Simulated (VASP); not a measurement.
Be, 2 atoms in the cell. It takes space group P6_3/mmc (No. 194, hexagonal). The conventional cell has a = 2.072 Å, b = 2.072 Å, c = 3.293 Å, α = 90.00°, β = 90.00°, γ = 120.00°. Within 2.7 Å of Be (site symmetry -6m2) lie 12 Be at 2.04 to 2.07 Å. 

- Program: VASP 6.6.1
- Task: single point
- Functional: PBE
- Potentials or basis: VASP PAW PBE potentials, release 64 (Be)
- Cutoff: 520 eV
- k mesh: 12 × 12 × 6
- Occupations: gaussian, width 0.1 eV
- Spin: no spin polarisation
- Dipole correction: no
- Further INCAR settings: ALGO = Normal; EDIFF = 1e-07; NBANDS = 9

Potentials or basis: VASP PAW PBE potentials, release 64 (Be).

Run with:

```console
$ cat potpaw_PBE.64/Be/POTCAR > POTCAR
$ mpirun -np 1 vasp_std > vasp.out
```

Hardware: 1 thread of Intel(R) Xeon(R) Platinum 8259CL CPU @ 2.50GHz (Skylake/Cascade Lake), on a shared host.

**Question.** Estimate the wall time of this run.

**Answer.** It took 6.5 s on 1 thread of Intel(R) Xeon(R) Platinum 8259CL CPU @ 2.50GHz (Skylake/Cascade Lake), on a shared host, peak memory 0.12 GiB. Counts: scf iterations 11, k points 76.
